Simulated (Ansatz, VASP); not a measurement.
**GaN: VASP beside Ansatz**

Contents of INCAR:

```
SYSTEM = GaN
ALGO = Normal
EDIFF = 1E-8
ENCUT = 520
GGA = PS
ISIF = 2
ISMEAR = -1
LASPH = .TRUE.
LCHARG = .FALSE.
LEFG = .TRUE.
LREAL = .FALSE.
LWAVE = .FALSE.
NBANDS = 16
NELM = 60
PREC = Accurate
SIGMA = 0.02
```

The input KPOINTS:

```
k-points
0
G
  13 13 13
  0 0 0
```

The input POSCAR:

```
GaN
1.0
    0.0000000000      1.9655710232      1.9655710232
    1.9655710232      0.0000000000      1.9655710232
    1.9655710232      1.9655710232      0.0000000000
Ga N
1 1
Direct
    0.5000000000      0.5000000000      0.5000000000
    0.0000000000      0.0000000000      0.0000000000
```

Input for Ansatz:

```yaml
crystal:
  lattice:
    - [0.0, 1.9655710232, 1.9655710232]
    - [1.9655710232, 0.0, 1.9655710232]
    - [1.9655710232, 1.9655710232, 0.0]
  atoms:
    - { symbol: Ga, position: [0.5, 0.5, 0.5] }
    - { symbol: "N", position: [0.0, 0.0, 0.0] }
kpoints:
  mp_grid: { grid: [13, 13, 13] }
scf:
  occupations: { method: fermi_dirac, width: 0.02 }
hamiltonian:
  xc: pbesol
  pseudopotentials: { kind: all_electron, datasets: crystal }
output:
  forces: true
  stress: true
  eigenvalues: true
  efg: { contact_densities: true }
```

Change from the starting cell: volume scaled by 0.96, crystal datasets.

Alike in both runs: task electric field gradients; functional PBEsol; k mesh 13 × 13 × 13; occupations fermi-dirac, width 0.02 eV; no spin polarisation.

|  | VASP | Ansatz |
| --- | --- | --- |
| version | VASP 6.6.1 | Ansatz 0.2.0 |
| potentials or method | VASP PAW PBE potentials, release 64 (Ga_d, N), cutoff 520 eV | all-electron PAW with datasets made for the crystal, scalar-relativistic |

|  | VASP | Ansatz | Ansatz less VASP |
| --- | --- | --- | --- |
| gap on the k mesh at the Fermi level (eV) | 2.12 | 2.13 | +0.014 |
| pressure (GPa) | 80.4 | 79.6 | -0.78 |

VASP's potentials were made for PBE, not for PBEsol. Both programs put the cell under a high pressure, so it lies far from rest at this level. Ansatz ran all-electron here, and VASP with PAW potentials.

Noted on VASP's run: the cell as given lies far from equilibrium.
